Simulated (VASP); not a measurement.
# WSe2 in VASP: notebook

Runs on WSe2. Level: PBEsol. Tasks: single point, relaxation of the atoms.

Everything below comes from runs of VASP 6.6.1. Logs are shortened: lines on timing, memory, paths and dates and some standing lists are left out, and cuts for length are marked.

**1. The cell of the first run**

The cell holds a sheet with vacuum, 3 atoms: a = 3.282 Å, b = 3.282 Å, c = 30.500 Å, α = 90.00°, β = 90.00°, γ = 120.00°.

**2. Single point, PBEsol**

File INCAR:

```
SYSTEM = WSe2
PREC     = Accurate       ! precision mode
ENCUT    = 520            ! plane-wave cutoff, eV
EDIFF    = 1E-6           ! SCF threshold, eV
ISMEAR   = 0              ! smearing method
SIGMA    = 0.02           ! smearing width, eV
LREAL    = .FALSE.        ! projectors in reciprocal space
LASPH    = .TRUE.         ! aspherical terms in the spheres
NELM     = 100            ! most SCF steps
ALGO     = Normal         ! electronic algorithm
ISIF     = 2              ! what is computed and relaxed
LWAVE    = .FALSE.        ! write WAVECAR
LCHARG   = .TRUE.         ! write CHGCAR
LDIPOL   = .TRUE.       
IDIPOL   = 3            
DIPOL    = 0.5 0.5 0.350
GGA      = PS             ! functional
LELF     = .TRUE.         ! ELF
LVHAR    = .TRUE.       
LVACPOTAV= .TRUE.       
NBANDS   = 20             ! bands
```

File KPOINTS:

```
regular mesh
0
G
  12 12 1
  0 0 0
```

File POSCAR:

```
WSe2
1.0
    3.2820000000      0.0000000000      0.0000000000
   -1.6410000000      2.8422953752      0.0000000000
    0.0000000000      0.0000000000     30.5000000040
Se W
2 1
Direct
    0.6666666667      0.3333333333      0.2953055077
    0.6666666667      0.3333333333      0.4046944922
    0.3333333333      0.6666666667      0.3500000000
```

Potentials or basis: VASP PAW PBE potentials, release 64 (Se, W_sv).

Started as:

```console
$ cat potpaw_PBE.64/Se/POTCAR potpaw_PBE.64/W_sv/POTCAR > POTCAR
$ mpirun -np 1 vasp_std > vasp.out
```

OUTCAR:

```text
SYSTEM = WSe2
   PREC = Accurate
   ENCUT = 520
   EDIFF = 1E-6
   ISMEAR = 0
   LREAL = .FALSE.
   LASPH = .TRUE.
   NELM = 100
   ISIF = 2
   GGA = PS

 ion  position               nearest neighbor table
   1  0.667  0.333  0.295-   3 2.52   3 2.52   3 2.52
   2  0.667  0.333  0.405-   3 2.52   3 2.52   3 2.52
   3  0.333  0.667  0.350-   2 2.52   2 2.52   2 2.52   1 2.52   1 2.52   1 2.52

  LATTYP: Found a hexagonal cell.
 ALAT       =     3.2820000000
 C/A-ratio  =     9.2931139561

  Lattice vectors:

 A1 = (   3.2820000000,   0.0000000000,   0.0000000000)
 A2 = (  -1.6410000000,   2.8422953752,   0.0000000000)
 A3 = (   0.0000000000,   0.0000000000,  30.5000000040)

Analysis of symmetry for initial positions (statically):
=====================================================================
 Subroutine PRICEL returns:
 Original cell was already a primitive cell.

 Routine SETGRP: Setting up the symmetry group for a
 hexagonal supercell.

 Subroutine GETGRP returns: Found 12 space group operations
 (whereof  6 operations were pure point group operations)
 out of a pool of 24 trial point group operations.

The static configuration has the point symmetry C_3v.
 The point group associated with its full space group is D_3h.

Analysis of symmetry for dynamics (positions and initial velocities):
=====================================================================
 Subroutine PRICEL returns:
 Original cell was already a primitive cell.

 Routine SETGRP: Setting up the symmetry group for a
 hexagonal supercell.

 Subroutine GETGRP returns: Found 12 space group operations
 (whereof  6 operations were pure point group operations)
 out of a pool of 24 trial point group operations.

The dynamic configuration has the point symmetry C_3v.
 The point group associated with its full space group is D_3h.

 Subroutine INISYM returns: Found 12 space group operations
 (whereof  6 operations are pure point group operations),
 and found     1 'primitive' translations

----------------------------------------------------------------------------------------

                                     Primitive cell

  volume of cell :     284.5166

  direct lattice vectors                    reciprocal lattice vectors
     3.282000000  0.000000000  0.000000000     0.304692261  0.175914159  0.000000000
    -1.641000000  2.842295375  0.000000000     0.000000000  0.351828318  0.000000000
     0.000000000  0.000000000 30.500000004     0.000000000  0.000000000  0.032786885

  length of vectors
     3.282000000  3.282000000 30.500000004     0.351828318  0.351828318  0.032786885

  position of ions in fractional coordinates (direct lattice)
     0.666666667  0.333333333  0.295305508
     0.666666667  0.333333333  0.404694492
     0.333333333  0.666666667  0.350000000

  ion indices of the primitive-cell ions
   primitive index   ion index
                 1           1
                 2           2
                 3           3

----------------------------------------------------------------------------------------

 KPOINTS: regular mesh

Automatic generation of k-mesh.
 Grid dimensions read from file:
 generate k-points for:   12   12    1

 Generating k-lattice:

  Cartesian coordinates                     Fractional coordinates (reciprocal lattice)
     0.025391022  0.014659513  0.000000000     0.083333333 -0.000000000  0.000000000
     0.000000000  0.029319026  0.000000000     0.000000000  0.083333333  0.000000000
     0.000000000  0.000000000  0.032786885     0.000000000  0.000000000  1.000000000

  Length of vectors
     0.029319026  0.029319026  0.032786885

  Shift w.r.t. Gamma in fractional coordinates (k-lattice)
     0.000000000  0.000000000  0.000000000

 Subroutine IBZKPT returns following result:
 ===========================================

 Found     19 irreducible k-points:

 Following reciprocal coordinates:
            Coordinates               Weight
  0.000000  0.000000  0.000000      1.000000
  0.083333  0.000000  0.000000      6.000000
  0.166667  0.000000  0.000000      6.000000
  0.250000  0.000000  0.000000      6.000000
  0.333333  0.000000  0.000000      6.000000
  0.416667  0.000000  0.000000      6.000000
[... 11 lines left out ...]
  0.333333  0.250000  0.000000     12.000000
  0.333333  0.333333  0.000000      2.000000
   k-points           NKPTS =     19   k-points in BZ     NKDIM =     19   number of bands    NBANDS=     20
   number of dos      NEDOS =    301   number of ions     NIONS =      3
   total plane-waves  NPLWV = 138240
   dimension x,y,z NGX =    24 NGY =   24 NGZ =  240
   dimension x,y,z NGXF=    48 NGYF=   48 NGZF=  480
   ions per type =               2   1
   NGX,Y,Z   is equivalent  to a cutoff of  12.16, 12.16, 13.08 a.u.
   NGXF,Y,Z  is equivalent  to a cutoff of  24.31, 24.31, 26.16 a.u.
 SYSTEM =  WSe2
   PREC   = accura    normal or accurate (medium, high low for compatibility)
   ISTART =      0    job   : 0-new  1-cont  2-samecut
   ICHARG =      2    charge: 1-file 2-atom 10-const
   ISPIN  =      1    spin polarized calculation?
   LNONCOLLINEAR =      F non collinear calculations
   LSORBIT =      F    spin-orbit coupling
   LASPH  =      T    aspherical Exc in radial PAW
   ENCUT  =  520.0 eV  38.22 Ry    6.18 a.u.   6.10  6.10 56.71*2*pi/ulx,y,z
   NELM   =    100;   NELMIN=  2; NELMDL= -5     # of ELM steps
   EDIFF  = 0.1E-05   stopping-criterion for ELM
   LREAL  =      F    real-space projection
   EDIFFG = 0.1E-04   stopping-criterion for IOM
   NSW    =      0    number of steps for IOM
   IBRION =     -1    ionic relax: 0-MD 1-quasi-New 2-CG
   NFREE  =      0    steps in history (QN), initial steepest desc. (CG)
   ISIF   =      2    stress and relaxation
   ISYM   =      2    0-nonsym 1-usesym 2-fastsym
   POTIM  = 0.5000    time-step for ionic-motion
   TEBEG  =    0.0;   TEEND  =   0.0 temperature during run
   PSTRESS=    0.0 pullay stress
   NELECT =      26.0000    total number of electrons
   NUPDOWN=      -1.0000    fix difference up-down
   EMIN   =  10.00;   EMAX   =-10.00  energy-range for DOS
   EFERMI =   0.00;   METHOD = LEGACY
   ISMEAR =     0;   SIGMA  =   0.02  broadening in eV -4-tet -1-fermi 0-gaus
   EFERMI_NEDOS =   21; number of points for ismear=-14 and -15
   IALGO  =     38    algorithm
   IMIX   =      4    mixing-type and parameters
     AMIX     =   0.40;   BMIX     =  1.00
     AMIX_MAG =   1.60;   BMIX_MAG =  1.00
  volume/ion in A,a.u.               =      94.84       640.00
  Fermi-wavevector in a.u.,A,eV,Ry     =   0.737389  1.393463  7.398069  0.543743
  Thomas-Fermi vector in A             =   1.831059
   LORBIT       =      0    0 simple, 1 ext, 2 COOP (PROOUT), +10 PAW based schemes
   GGA     = PS    functional components
   LHFCALC =     F    Hartree Fock is set to
   AEXX    =    0.0000 exact exchange contribution
   IVDW    =     0    specifies the selected vdW correction
   LEPSILON=     F    determine dielectric tensor
   LRPA    =     F    only Hartree local field effects (RPA)
 non-spin polarized calculation
 Gauss-broadening in eV      SIGMA  =   0.02
  energy-cutoff  :      520.00
  volume of cell :      284.52
 maximum number of plane-waves:      7746
   NGX = 13   NGY = 13   NGZ =113

 number of electron      25.9999997 magnetization

 dipolmoment           0.000000      0.000000      0.000000 electrons x Angstroem

 Free energy of the ion-electron system (eV)
  ---------------------------------------------------
  ext. energy  EPLUGINS =         0.00000000
  ---------------------------------------------------
  free energy    TOTEN  =       -23.23455115 eV

  energy without entropy =      -23.23455115  energy(sigma->0) =      -23.23455115

 E-fermi :  -2.6173     XC(G=0):  -2.6645

 val. band max:       -2.8098082454   @ k =   0.3333   0.3333   0.0000
 cond. band min:      -1.1692814327   @ k =   0.3333   0.3333   0.0000
 fundamental gap:      1.6405268127
 Fermi energy:        -2.6173129695

 k-point     1 :       0.0000    0.0000    0.0000
  band No.  band energies     occupation
      1     -76.7652      2.00000
      2     -41.0226      2.00000
      3     -40.8841      2.00000
      4     -40.8841      2.00000
      5     -17.6760      2.00000
      6     -16.3692      2.00000
[... 12 lines left out ...]
     19       2.0407      0.00000
     20       2.3373      0.00000

 k-point     2 :       0.0833    0.0000    0.0000
  band No.  band energies     occupation
      1     -76.7645      2.00000
      2     -41.0194      2.00000
      3     -40.9006      2.00000
      4     -40.8880      2.00000
      5     -17.5691      2.00000
      6     -16.3163      2.00000
[... 12 lines left out ...]
     19       2.1791      0.00000
     20       2.5036      0.00000

 k-point     3 :       0.1667    0.0000    0.0000
  band No.  band energies     occupation
      1     -76.7625      2.00000
      2     -41.0108      2.00000
      3     -40.9452      2.00000
      4     -40.8984      2.00000
      5     -17.2626      2.00000
      6     -16.1647      2.00000
[... 12 lines left out ...]
     19       2.5715      0.00000
     20       2.9097      0.00000

 k-point     4 :       0.2500    0.0000    0.0000
  band No.  band energies     occupation
      1     -76.7598      2.00000
      2     -41.0056      2.00000
      3     -40.9991      2.00000
      4     -40.9127      2.00000
      5     -16.8011      2.00000
      6     -15.9388      2.00000
[... 314 lines left out ...]
 k-point    18 :       0.3333    0.2500    0.0000
  band No.  band energies     occupation
      1     -76.7534      2.00000
      2     -41.0832      2.00000
      3     -41.0106      2.00000
      4     -40.9711      2.00000
      5     -15.4100      2.00000
      6     -15.2641      2.00000
[... 12 lines left out ...]
     19       4.3313      0.00000
     20       5.6576      0.00000

 k-point    19 :       0.3333    0.3333    0.0000
  band No.  band energies     occupation
      1     -76.7531      2.00000
      2     -41.0646      2.00000
      3     -41.0392      2.00000
      4     -40.9696      2.00000
      5     -15.3183      2.00000
      6     -15.2157      2.00000
[... 12 lines left out ...]
     19       3.6858      0.00000
     20       5.9046      0.00000

------------------------ aborting loop because EDIFF is reached ----------------------------------------

  FORCE on cell =-STRESS in cart. coord.  units (eV):
  Direction    XX          YY          ZZ          XY          YZ          ZX
  --------------------------------------------------------------------------------------
  -------------------------------------------------------------------------------------
  Total       -0.1758737     -0.1758737      0.1950044      0.0000000     -0.0000000      0.0000000
  in kB       -0.9903847     -0.9903847      1.0981140      0.0000000     -0.0000000      0.0000000
  external PRESSURE =      -0.2942185 kB  Pullay stress =       0.0000000 kB

 VOLUME and BASIS-vectors are now :
 -----------------------------------------------------------------------------
  energy-cutoff  :      520.00
  volume of cell :      284.52
      direct lattice vectors                 reciprocal lattice vectors
     3.282000000  0.000000000  0.000000000     0.304692261  0.175914159  0.000000000
    -1.641000000  2.842295375  0.000000000     0.000000000  0.351828318  0.000000000
     0.000000000  0.000000000 30.500000004     0.000000000  0.000000000  0.032786885

 POSITION                                       TOTAL-FORCE (eV/Angst)
 -----------------------------------------------------------------------------------
      1.64100      0.94743      9.00682         0.000000      0.000000     -0.061691
      1.64100      0.94743     12.34318         0.000000      0.000000      0.061691
     -0.00000      1.89486     10.67500        -0.000000     -0.000000      0.000000
 -----------------------------------------------------------------------------------
    total drift:                                0.000000     -0.000000      0.000002

  FREE ENERGIE OF THE ION-ELECTRON SYSTEM (eV)
  ---------------------------------------------------
  free  energy   TOTEN  =       -23.2345511503 eV

  energy  without entropy=      -23.2345511503  energy(sigma->0) =      -23.23455115

 vacuum level on the upper side and lower side of the slab         2.347         2.347
```

Run time: 3.1 min. Hardware: 1 thread of Intel Xeon Platinum 8275CL at 3.00GHz (Skylake/Cascade Lake), shared host; peak memory 0.43 GiB.

What came out:

```
Free energy            : -23.2346 eV
Largest force          : 0.062 eV/Å
Band gap on the k mesh : 1.64 eV
```

Forces in eV/Å, atoms in the order of the input:
```
Se   0.000  0.000 -0.062
Se   0.000  0.000  0.062
W    0.000  0.000  0.000
```

Levels at points of the mesh, in eV from the valence-band top:
| k point | band 10 | band 11 | band 12 | band 13 | band 14 | band 15 | band 16 | band 17 |
| --- | --- | --- | --- | --- | --- | --- | --- | --- |
| (0.00, 0.00, 0.00) | -2.20 | -1.21 | -1.21 | -0.37 | 3.03 | 3.03 | 3.24 | 3.24 |
| (0.50, 0.00, 0.00) | -3.01 | -2.15 | -1.01 | -0.88 | 2.48 | 2.83 | 3.76 | 4.42 |

Caveat: the PAW data sets were made with another functional, which shifts forces and pressure a little; spin-orbit coupling is left out, which moves the levels of the heavy elements.

**3. Relaxation of the atoms, PBEsol**

This run uses another cell than the first one.

File INCAR:

```
  PREC = Accurate
  ENCUT = 520
  EDIFF = 1E-6
  ISMEAR = 0
  SIGMA = 0.02
  LREAL = F
  LASPH = T
  NELM = 80
  ALGO = Normal
  ISIF = 2
  LWAVE = F
  LCHARG = F
  LDIPOL = T
  IDIPOL = 3
  DIPOL = 0.5 0.5 0.500
  GGA = PS
  IBRION = 2
  NSW = 100
  EDIFFG = -0.003
```

File KPOINTS:

```
Automatic mesh
0
Gamma
  12 12 1
```

File POSCAR:

```
WSe2
1.0
    3.2820000000      0.0000000000      0.0000000000
   -1.6410000000      2.8422953752      0.0000000000
    0.0000000000      0.0000000000     21.3500000000
Se W
2 1
Direct
    0.6666666667      0.3333333333      0.4215456674
    0.6666666667      0.3333333333      0.5784543326
    0.3333333333      0.6666666667      0.5000000000
```

Potentials or basis: VASP PAW PBE potentials, release 64 (Se, W_sv).

Started as:

```console
$ cat potpaw_PBE.64/Se/POTCAR potpaw_PBE.64/W_sv/POTCAR > POTCAR
$ mpirun -np 1 vasp_std > vasp.out
```

Run time: 3.4 min. Hardware: 1 thread of Intel Xeon 8259CL, shared host; peak memory 0.34 GiB.

The run converged. Its results:

| Item | Value |
| --- | --- |
| Free energy | -23.2347 eV |
| Energy gained by relaxing | 0.1 meV/atom |
| Ionic steps | 3 |
| Band gap on the k mesh | 1.65 eV |

Step by step:
```
step  energy change (eV)  largest force (eV/Å)  pressure (GPa)
   1              0.0000                0.0597           -0.23
   2             -0.0002                0.0084           -0.16
   3             -0.0002                0.0011           -0.14
```

Final structure:
```
Se W
1.0
     3.28200    0.00000    0.00000
    -1.64100    2.84230    0.00000
     0.00000    0.00000   21.35000
Se W
2 1
Direct
  0.66667 0.33333 0.42170
  0.66667 0.33333 0.57830
  0.33333 0.66667 0.50000
```

Levels at points of the mesh, in eV from the valence-band top:
| k point | band 9 | band 10 | band 11 | band 12 | band 13 | band 14 | band 15 | band 16 | band 17 |
| --- | --- | --- | --- | --- | --- | --- | --- | --- | --- |
| (0.00, 0.00, 0.00) | -2.35 | -2.21 | -1.20 | -1.20 | -0.38 | 3.03 | 3.03 | 3.22 | 3.22 |
| (0.50, 0.00, 0.00) | -4.22 | -3.00 | -2.16 | -1.01 | -0.87 | 2.48 | 2.83 | 3.75 | 4.41 |

Caveat: the PAW data sets were made with another functional, which shifts forces and pressure a little; spin-orbit coupling is left out, which moves the levels of the heavy elements.
